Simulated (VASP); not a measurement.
# Ga2S5 (P-3m1) in VASP: a series of runs

The runs below take Ga2S5 through single point, relaxation of cell and atoms, with PBE.

All numbers are computed with VASP 6.6.1; they aren't measurements. Logs are shortened: lines on timing, memory, paths and dates and some standing lists are left out, and cuts for length are marked.

### Step 1. The cell of the first run

Symmetry: P-3m1, No. 164, trigonal system. The conventional cell has a = 6.897 Å, b = 6.897 Å, c = 4.150 Å, α = 90.00°, β = 90.00°, γ = 120.00°. Ga (site symmetry 3m) has 4 S at 1.73 to 1.99 Å within 2.3 Å. S (site symmetry 3m) has 1 Ga at 1.73 Å within 2.3 Å. S (site symmetry 2/m) has 2 Ga at 1.99 Å and 2 S at 2.63 Å within 2.7 Å.

The cell was built from a structure type or drawn by symmetry, and may not be a known phase.

### Step 2. Single point, PBE

INCAR reads:

```
SYSTEM = Ga2S5
PREC = Accurate
ENCUT = 520
EDIFF = 1E-6
ISMEAR = 0
SIGMA = 0.1
LREAL = .FALSE.
LASPH = .TRUE.
NELM = 60
ALGO = Normal
ISIF = 2
LWAVE = .FALSE.
LCHARG = .FALSE.
GGA = PE
NBANDS = 37
```

KPOINTS reads:

```
regular mesh
0
G
  3 3 4
  0 0 0
```

POSCAR reads:

```
Ga2S5
1.0
    6.8969246500      0.0000000000      0.0000000000
   -3.4484623300      5.9729119600      0.0000000000
    0.0000000000      0.0000000000      4.1504672900
Ga S
2 5
Direct
    0.3333333300      0.6666666700      0.5000000000
    0.6666666700      0.3333333300      0.5000000000
    0.3333333300      0.6666666700      0.0843278500
    0.0000000000      0.5000000000      0.5000000000
    0.5000000000      0.5000000000      0.5000000000
    0.5000000000      0.0000000000      0.5000000000
    0.6666666700      0.3333333300      0.9156721500
```

Potentials or basis: VASP PAW PBE potentials, release 64 (Ga_d, S).

Run with:

```console
cat potpaw_PBE.64/Ga_d/POTCAR potpaw_PBE.64/S/POTCAR > POTCAR
mpirun -np 1 vasp_std > vasp.out
```

OUTCAR:

```text
SYSTEM = Ga2S5
   PREC = Accurate
   ENCUT = 520
   EDIFF = 1E-6
   ISMEAR = 0
   LREAL = .FALSE.
   LASPH = .TRUE.
   NELM = 60
   ISIF = 2
   GGA = PE

 ion  position               nearest neighbor table
   1  0.333  0.667  0.500-   3 1.73   4 1.99   6 1.99   5 1.99   3 2.43
   2  0.667  0.333  0.500-   7 1.73   4 1.99   6 1.99   5 1.99   7 2.43
   3  0.333  0.667  0.084-   1 1.73   1 2.43   4 2.63   6 2.63   5 2.63
   4  0.000  0.500  0.500-   1 1.99   2 1.99   3 2.63   7 2.63
   5  0.500  0.500  0.500-   1 1.99   2 1.99   3 2.63   7 2.63
   6  0.500  0.000  0.500-   1 1.99   2 1.99   3 2.63   7 2.63
   7  0.667  0.333  0.916-   2 1.73   2 2.43   4 2.63   6 2.63   5 2.63

  LATTYP: Found a hexagonal cell.
 ALAT       =     6.8969246500
 C/A-ratio  =     0.6017852160

  Lattice vectors:

 A1 = (   6.8969246500,   0.0000000000,   0.0000000000)
 A2 = (  -3.4484623300,   5.9729119600,   0.0000000000)
 A3 = (   0.0000000000,   0.0000000000,   4.1504672900)

Analysis of symmetry for initial positions (statically):
=====================================================================
 Subroutine PRICEL returns:
 Original cell was already a primitive cell.

 Routine SETGRP: Setting up the symmetry group for a
 hexagonal supercell.

 Subroutine GETGRP returns: Found 12 space group operations
 (whereof 12 operations were pure point group operations)
 out of a pool of 24 trial point group operations.

The static configuration has the point symmetry D_3d.

Analysis of symmetry for dynamics (positions and initial velocities):
=====================================================================
 Subroutine PRICEL returns:
 Original cell was already a primitive cell.

 Routine SETGRP: Setting up the symmetry group for a
 hexagonal supercell.

 Subroutine GETGRP returns: Found 12 space group operations
 (whereof 12 operations were pure point group operations)
 out of a pool of 24 trial point group operations.

The dynamic configuration has the point symmetry D_3d.

 Subroutine INISYM returns: Found 12 space group operations
 (whereof 12 operations are pure point group operations),
 and found     1 'primitive' translations

----------------------------------------------------------------------------------------

                                     Primitive cell

  volume of cell :     170.9774

  direct lattice vectors                    reciprocal lattice vectors
     6.896924650  0.000000000  0.000000000     0.144992160  0.083711262  0.000000000
    -3.448462330  5.972911960  0.000000000     0.000000000  0.167422525  0.000000000
     0.000000000  0.000000000  4.150467290     0.000000000  0.000000000  0.240936726

  length of vectors
     6.896924650  6.896924657  4.150467290     0.167422525  0.167422525  0.240936726

  position of ions in fractional coordinates (direct lattice)
     0.333333330  0.666666670  0.500000000
     0.666666670  0.333333330  0.500000000
     0.333333330  0.666666670  0.084327850
     1.000000000  0.500000000  0.500000000
     0.500000000  0.500000000  0.500000000
     0.500000000  0.000000000  0.500000000
     0.666666670  0.333333330  0.915672150

  ion indices of the primitive-cell ions
   primitive index   ion index
                 1           1
                 2           2
                 3           3
                 4           4
                 5           5
                 6           6
                 7           7

----------------------------------------------------------------------------------------

 KPOINTS: regular mesh

Automatic generation of k-mesh.
 Grid dimensions read from file:
 generate k-points for:    3    3    4

 Generating k-lattice:

  Cartesian coordinates                     Fractional coordinates (reciprocal lattice)
     0.048330720  0.027903754  0.000000000     0.333333333 -0.000000000  0.000000000
     0.000000000  0.055807508  0.000000000     0.000000000  0.333333333  0.000000000
     0.000000000  0.000000000  0.060234181     0.000000000  0.000000000  0.250000000

  Length of vectors
     0.055807508  0.055807508  0.060234181

  Shift w.r.t. Gamma in fractional coordinates (k-lattice)
     0.000000000  0.000000000  0.000000000

 Subroutine IBZKPT returns following result:
 ===========================================

 Found     10 irreducible k-points:

 Following reciprocal coordinates:
            Coordinates               Weight
  0.000000  0.000000  0.000000      1.000000
  0.333333  0.000000  0.000000      6.000000
  0.333333  0.333333  0.000000      2.000000
  0.000000  0.000000  0.250000      2.000000
  0.333333  0.000000  0.250000      6.000000
  0.000000  0.333333  0.250000      6.000000
  0.333333  0.333333  0.250000      4.000000
  0.000000  0.000000  0.500000      1.000000
  0.333333  0.000000  0.500000      6.000000
  0.333333  0.333333  0.500000      2.000000
   k-points           NKPTS =     10   k-points in BZ     NKDIM =     10   number of bands    NBANDS=     37
   number of dos      NEDOS =    301   number of ions     NIONS =      7
   total plane-waves  NPLWV =  93312
   dimension x,y,z NGX =    54 NGY =   54 NGZ =   32
   dimension x,y,z NGXF=   108 NGYF=  108 NGZF=   64
   ions per type =               2   5
   NGX,Y,Z   is equivalent  to a cutoff of  13.02, 13.02, 12.82 a.u.
   NGXF,Y,Z  is equivalent  to a cutoff of  26.03, 26.03, 25.64 a.u.
 SYSTEM =  Ga2S5
   PREC   = accura    normal or accurate (medium, high low for compatibility)
   ISTART =      0    job   : 0-new  1-cont  2-samecut
   ICHARG =      2    charge: 1-file 2-atom 10-const
   ISPIN  =      1    spin polarized calculation?
   LNONCOLLINEAR =      F non collinear calculations
   LSORBIT =      F    spin-orbit coupling
   LASPH  =      T    aspherical Exc in radial PAW
   ENCUT  =  520.0 eV  38.22 Ry    6.18 a.u.  12.82 12.82  7.72*2*pi/ulx,y,z
   NELM   =     60;   NELMIN=  2; NELMDL= -5     # of ELM steps
   EDIFF  = 0.1E-05   stopping-criterion for ELM
   LREAL  =      F    real-space projection
   EDIFFG = 0.1E-04   stopping-criterion for IOM
   NSW    =      0    number of steps for IOM
   IBRION =     -1    ionic relax: 0-MD 1-quasi-New 2-CG
   NFREE  =      0    steps in history (QN), initial steepest desc. (CG)
   ISIF   =      2    stress and relaxation
   ISYM   =      2    0-nonsym 1-usesym 2-fastsym
   POTIM  = 0.5000    time-step for ionic-motion
   TEBEG  =    0.0;   TEEND  =   0.0 temperature during run
   PSTRESS=    0.0 pullay stress
   NELECT =      56.0000    total number of electrons
   NUPDOWN=      -1.0000    fix difference up-down
   EMIN   =  10.00;   EMAX   =-10.00  energy-range for DOS
   EFERMI =   0.00;   METHOD = LEGACY
   ISMEAR =     0;   SIGMA  =   0.10  broadening in eV -4-tet -1-fermi 0-gaus
   EFERMI_NEDOS =   21; number of points for ismear=-14 and -15
   IALGO  =     38    algorithm
   IMIX   =      4    mixing-type and parameters
     AMIX     =   0.40;   BMIX     =  1.00
     AMIX_MAG =   1.60;   BMIX_MAG =  1.00
  volume/ion in A,a.u.               =      24.43       164.83
  Fermi-wavevector in a.u.,A,eV,Ry     =   1.128473  2.132505 17.326368  1.273452
  Thomas-Fermi vector in A             =   2.265163
   LORBIT       =      0    0 simple, 1 ext, 2 COOP (PROOUT), +10 PAW based schemes
   GGA     = PE    functional components
   LHFCALC =     F    Hartree Fock is set to
   AEXX    =    0.0000 exact exchange contribution
   IVDW    =     0    specifies the selected vdW correction
   LEPSILON=     F    determine dielectric tensor
   LRPA    =     F    only Hartree local field effects (RPA)
 non-spin polarized calculation
 Gauss-broadening in eV      SIGMA  =   0.10
  energy-cutoff  :      520.00
  volume of cell :      170.98
 maximum number of plane-waves:      4620
 NGX is ok and might be reduce to    54
   NGX = 25   NGY = 25   NGZ = 15

 number of electron      55.9999981 magnetization

 Free energy of the ion-electron system (eV)
  ---------------------------------------------------
  ext. energy  EPLUGINS =         0.00000000
  ---------------------------------------------------
  free energy    TOTEN  =       -10.84937992 eV

  energy without entropy =      -10.81833331  energy(sigma->0) =      -10.83385661

 E-fermi :   2.9072     XC(G=0):  -7.9681

 val. band max:        2.8975535018   @ k =   0.0000   0.3333   0.2500
 cond. band min:       2.9407459530   @ k =   0.3333   0.0000   0.2500
 fundamental gap:      0.0431924513
 Fermi energy:         2.9072252743

 k-point     1 :       0.0000    0.0000    0.0000
  band No.  band energies     occupation
      1     -15.2666      2.00000
      2     -15.1912      2.00000
      3     -14.1113      2.00000
      4     -14.1113      2.00000
      5     -14.0891      2.00000
      6     -13.7234      2.00000
[... 29 lines left out ...]
     36       8.9059      0.00000
     37      11.0869      0.00000

 k-point     2 :       0.3333    0.0000    0.0000
  band No.  band energies     occupation
      1     -15.2467      2.00000
      2     -15.2038      2.00000
      3     -14.1156      2.00000
      4     -14.1129      2.00000
      5     -14.0984      2.00000
      6     -13.7192      2.00000
[... 29 lines left out ...]
     36       9.2201      0.00000
     37       9.5141      0.00000

 k-point     3 :       0.3333    0.3333    0.0000
  band No.  band energies     occupation
      1     -15.2235      2.00000
      2     -15.2235      2.00000
      3     -14.1198      2.00000
      4     -14.1068      2.00000
      5     -14.1068      2.00000
      6     -13.7158      2.00000
[... 29 lines left out ...]
     36       9.3745      0.00000
     37       9.3745      0.00000

 k-point     4 :       0.0000    0.0000    0.2500
  band No.  band energies     occupation
      1     -15.0689      2.00000
      2     -15.0332      2.00000
      3     -14.1033      2.00000
      4     -14.1033      2.00000
      5     -13.9627      2.00000
      6     -13.7279      2.00000
[... 29 lines left out ...]
     36       9.3701      0.00000
     37      10.1527      0.00000

 k-point     5 :       0.3333    0.0000    0.2500
  band No.  band energies     occupation
      1     -15.0600      2.00000
      2     -15.0396      2.00000
      3     -14.1076      2.00000
      4     -14.0965      2.00000
      5     -14.0352      2.00000
      6     -13.7249      2.00000
[... 29 lines left out ...]
     36       9.2905      0.00000
     37       9.6517      0.00000

 k-point     6 :       0.0000    0.3333    0.2500
  band No.  band energies     occupation
      1     -15.0600      2.00000
      2     -15.0396      2.00000
      3     -14.1077      2.00000
      4     -14.0965      2.00000
      5     -14.0353      2.00000
      6     -13.7247      2.00000
[... 29 lines left out ...]
     36       9.5094      0.00000
     37       9.6106      0.00000

 k-point     7 :       0.3333    0.3333    0.2500
  band No.  band energies     occupation
      1     -15.0492      2.00000
      2     -15.0492      2.00000
      3     -14.1120      2.00000
      4     -14.0744      2.00000
      5     -14.0744      2.00000
      6     -13.7225      2.00000
[... 29 lines left out ...]
     36       9.5047      0.00000
     37       9.7111      0.00000

 k-point     8 :       0.0000    0.0000    0.5000
  band No.  band energies     occupation
      1     -14.8816      2.00000
      2     -14.8621      2.00000
      3     -14.0951      2.00000
      4     -14.0951      2.00000
      5     -13.7339      2.00000
      6     -13.7339      2.00000
[... 29 lines left out ...]
     36       8.7403      0.00000
     37       8.7403      0.00000

 k-point     9 :       0.3333    0.0000    0.5000
  band No.  band energies     occupation
      1     -14.8774      2.00000
      2     -14.8661      2.00000
      3     -14.0995      2.00000
      4     -14.0767      2.00000
      5     -13.9515      2.00000
      6     -13.7320      2.00000
[... 29 lines left out ...]
     36       9.0170      0.00000
     37       9.2535      0.00000

 k-point    10 :       0.3333    0.3333    0.5000
  band No.  band energies     occupation
      1     -14.8716      2.00000
      2     -14.8716      2.00000
      3     -14.1040      2.00000
      4     -14.0319      2.00000
      5     -14.0319      2.00000
      6     -13.7306      2.00000
[... 29 lines left out ...]
     36       9.5422      0.00000
     37       9.5433      0.00000

------------------------ aborting loop because EDIFF is reached ----------------------------------------

  FORCE on cell =-STRESS in cart. coord.  units (eV):
  Direction    XX          YY          ZZ          XY          YZ          ZX
  --------------------------------------------------------------------------------------
  -------------------------------------------------------------------------------------
  Total       37.6052709     37.6052710     80.4424654     -0.0000000      0.0000000     -0.0000000
  in kB      352.3876781    352.3876787    753.8021372     -0.0000003      0.0000000     -0.0000000
  external PRESSURE =     486.1924980 kB  Pullay stress =       0.0000000 kB

 VOLUME and BASIS-vectors are now :
 -----------------------------------------------------------------------------
  energy-cutoff  :      520.00
  volume of cell :      170.98
      direct lattice vectors                 reciprocal lattice vectors
     6.896924650  0.000000000  0.000000000     0.144992160  0.083711262  0.000000000
    -3.448462330  5.972911960  0.000000000     0.000000000  0.167422525  0.000000000
     0.000000000  0.000000000  4.150467290     0.000000000  0.000000000  0.240936726

 POSITION                                       TOTAL-FORCE (eV/Angst)
 -----------------------------------------------------------------------------------
     -0.00000      3.98194      2.07523        -0.000000      0.000000     17.823885
      3.44846      1.99097      2.07523         0.000000     -0.000000    -17.823885
     -0.00000      3.98194      0.35000        -0.000000      0.000000    -19.182670
     -1.72423      2.98646      2.07523         0.000000      0.000000     -0.000000
      1.72423      2.98646      2.07523         0.000000      0.000000     -0.000000
      3.44846      0.00000      2.07523         0.000000      0.000000     -0.000000
      3.44846      1.99097      3.80047         0.000000     -0.000000     19.182670
 -----------------------------------------------------------------------------------
    total drift:                                0.000000      0.000000      0.000000

  FREE ENERGIE OF THE ION-ELECTRON SYSTEM (eV)
  ---------------------------------------------------
  free  energy   TOTEN  =       -10.8493799190 eV

  energy  without entropy=      -10.8183333087  energy(sigma->0) =      -10.83385661
```

It took 44 s on 1 thread of Intel Xeon 6975P-C (Granite Rapids), shared host; peak memory 0.3 GiB.

What came out:

| Property | Result |
| --- | --- |
| Free energy | -10.8494 eV |
| Pressure | 48.6 GPa |
| Largest force | 19.183 eV/Å |
| Band gap on the k mesh | zero (bands 28 and 29 overlap by 0.86 eV) |

Forces in eV/Å, atoms in the order of the input:
```
Ga    0.000   0.000  17.824
Ga    0.000   0.000 -17.824
S     0.000   0.000 -19.183
S     0.000   0.000   0.000
S     0.000   0.000   0.000
S     0.000   0.000   0.000
S     0.000   0.000  19.183
```

Stress tensor (GPa, compression positive):
```
35.24  0.00  0.00
 0.00 35.24  0.00
 0.00  0.00 75.38
```

Caveat: the k points lie up to 0.38 Å⁻¹ apart, too coarse for converged energies and pressures of a metal; forces of over 1 eV/Å act on the atoms, so gaps and moduli don't describe the material at rest.

### Step 3. Single point, PBE

This run uses another cell than the first one, of 32.81 Å³/atom.

INCAR reads:

```
PREC     = Accurate       # precision mode
ENCUT    = 520            # plane-wave cutoff, eV
EDIFF    = 1E-6           # SCF threshold, eV
ISMEAR   = 0              # smearing method
SIGMA    = 0.1            # smearing width, eV
LREAL    = F              # projectors in reciprocal space
LASPH    = T              # aspherical terms in the spheres
NELM     = 60             # most SCF steps
ALGO     = Normal         # electronic algorithm
ISIF     = 2              # what is computed and relaxed
LWAVE    = F              # write WAVECAR
LCHARG   = T              # write CHGCAR
GGA      = PE             # functional
LELF     = T              # ELF
LVHAR    = T            
NBANDS   = 37             # bands
```

KPOINTS reads:

```
regular mesh
0
Gamma
  3 3 4
```

POSCAR reads:

```
Ga2S5
1.0
    6.9898309527      0.0000000029      0.0000000000
   -3.4949154789      6.0533711717      0.0000000000
    0.0000000000      0.0000000000      5.4274517335
Ga S
2 5
Direct
    0.3333333333      0.6666666667      0.7699228693
    0.6666666667      0.3333333333      0.2300771307
    0.3333333333      0.6666666667      0.2587395167
    0.0000000000      0.5000000000      0.5000000000
    0.5000000000      0.5000000000      0.5000000000
    0.5000000000      0.0000000000      0.5000000000
    0.6666666667      0.3333333333      0.7412604833
```

Potentials or basis: VASP PAW PBE potentials, release 64 (Ga_d, S).

Run with:

```console
cat potpaw_PBE.64/Ga_d/POTCAR potpaw_PBE.64/S/POTCAR > POTCAR
mpirun -np 1 vasp_std > vasp.out
```

It took 51 s on 1 thread of Intel Xeon 6975P-C (Granite Rapids), shared host; peak memory 0.35 GiB.

The run converged. Its results:

```yaml
Free_energy: -25.3884 eV
Pressure: 0.1 GPa
Largest_force: 0.033 eV/Å
Band_gap_on_the_k_mesh: zero (bands 28 and 29 overlap by 0.85 eV)
```

Forces in eV/Å, atoms in the order of the input:
```
Ga   0.000  0.000  0.010
Ga   0.000  0.000 -0.010
S    0.000  0.000  0.033
S    0.000  0.000  0.000
S    0.000  0.000  0.000
S    0.000  0.000  0.000
S    0.000  0.000 -0.033
```

Levels at points of the mesh, in eV from the Fermi level:
| k point | band 25 | band 26 | band 27 | band 28 | band 29 | band 30 | band 31 | band 32 |
| --- | --- | --- | --- | --- | --- | --- | --- | --- |
| (0.00, 0.00, 0.00) | -1.95 | -1.81 | -1.81 | -0.84 | 0.79 | 2.05 | 2.05 | 2.29 |
| (0.00, 0.00, 0.50) | -1.80 | -1.80 | -1.02 | -0.83 | 0.01 | 2.11 | 2.11 | 2.44 |

[end of part 1 of 2]
